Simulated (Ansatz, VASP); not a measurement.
**One calculation of Ge, two programs**

```xyz
4
Lattice="4.6612 0.0000 0.0000 0.0000 5.5152 0.0000 0.0000 0.0000 3.0399" Properties=species:S:1:pos:R:3 pbc="T T T"
Ge    0.0263    1.3788    1.6083
Ge    4.6349    4.1364    1.4317
Ge    2.3043    4.1364    0.0883
Ge    2.3569    1.3788    2.9517
```

Alike in both runs: functional PBE; k mesh 4 × 4 × 6; occupations gaussian, width 0.1 eV; no spin polarisation.

Ansatz relaxed the structure, and its values are those at the end. VASP's run is a single point on that final structure, the one shown.

|  | VASP | Ansatz |
| --- | --- | --- |
| version | VASP 6.6.1 | Ansatz 0.2.0 |
| potentials or method | VASP PAW PBE potentials, release 64 (Ge_d), cutoff 520 eV | scalar-relativistic, plane waves, PAW |
| valence electrons in the cell | 56 | 56 |

|  | VASP | Ansatz | Ansatz less VASP |
| --- | --- | --- | --- |
| gap on the k mesh at the Fermi level (eV) | none | none | - |
| pressure (GPa) | 0.0 | 0.1 | +0.06 |
| rms of the force components (eV/Å) | 0.014 | 0.014 | -0.0004 |

A gap of «none» marks a metal or a gap that the smearing closes.
